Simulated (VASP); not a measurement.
In, 1 atom in the cell. Symmetry: Fm-3m, No. 225, cubic system. Conventional cell: a = 4.791 Å, b = 4.791 Å, c = 4.791 Å, α = 90.00°, β = 90.00°, γ = 90.00°. In (site symmetry m-3m) has 12 In at 3.39 Å within 4.5 Å. 

- Program: VASP 6.6.1
- Task: single point
- Functional: PBE
- Potentials or basis: VASP PAW PBE potentials, release 64 (In_d)
- Cutoff: 520 eV
- k mesh: 15 × 15 × 15
- Occupations: fermi-dirac, width 0.05 eV
- Spin: no spin polarisation
- Dipole correction: no
- Further INCAR settings: ALGO = Normal; EDIFF = 1e-06; NBANDS = 12

Potentials or basis: VASP PAW PBE potentials, release 64 (In_d).

Launch:

```console
$ cat potpaw_PBE.64/In_d/POTCAR > POTCAR
$ mpirun -np 1 vasp_std > vasp.out
```

Hardware: 1 thread of Intel(R) Xeon(R) 6975P-C (Granite Rapids), with other jobs on the host.

**Question.** Estimate the wall time of this run.

**Answer.** Wall time 14 s on 1 thread of Intel(R) Xeon(R) 6975P-C (Granite Rapids), on a shared host, peak memory 0.17 GiB. Counts: scf iterations 10, k points 120.
